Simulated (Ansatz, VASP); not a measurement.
**Two plane-wave programs on Al2P3**

```
Al P
1.0
     3.75503    0.00000    0.00000
     0.00000    3.75503    0.00000
     0.00000    0.00000    6.34106
Al P
2 3
Cartesian
  0.0000 0.0000 4.9010
  0.0000 0.0000 1.4400
  1.8775 1.8775 4.7878
  1.8775 1.8775 1.5532
  1.8775 1.8775 3.1705
```

Alike in both runs: task relaxation of cell and atoms; functional PBE; k mesh 4 × 4 × 4; occupations gaussian, width 0.1 eV; no spin polarisation.

|  | VASP | Ansatz |
| --- | --- | --- |
| version | VASP 6.6.1 | Ansatz 0.2.0 |
| potentials or method | VASP PAW PBE potentials, release 64 (Al, P), cutoff 600 eV | scalar-relativistic, plane waves, PAW |
| valence electrons in the cell | 21 | 21 |

```csv
,VASP,Ansatz,Ansatz less VASP
"gap on the k mesh at the Fermi level, each at its own relaxed structure (eV)",none,none,-
relaxed volume (Å³/atom),16.56,16.58,+0.017
relaxed cell length with the largest relative difference (Å),7.423,7.426,+0.0031
```

A gap of «none» marks a metal or a gap that the smearing closes.

The k mesh is coarse, so the values compare programs but aren't converged. Noted on VASP's run: too few bands were computed for a metal, which touches its energy and stress.
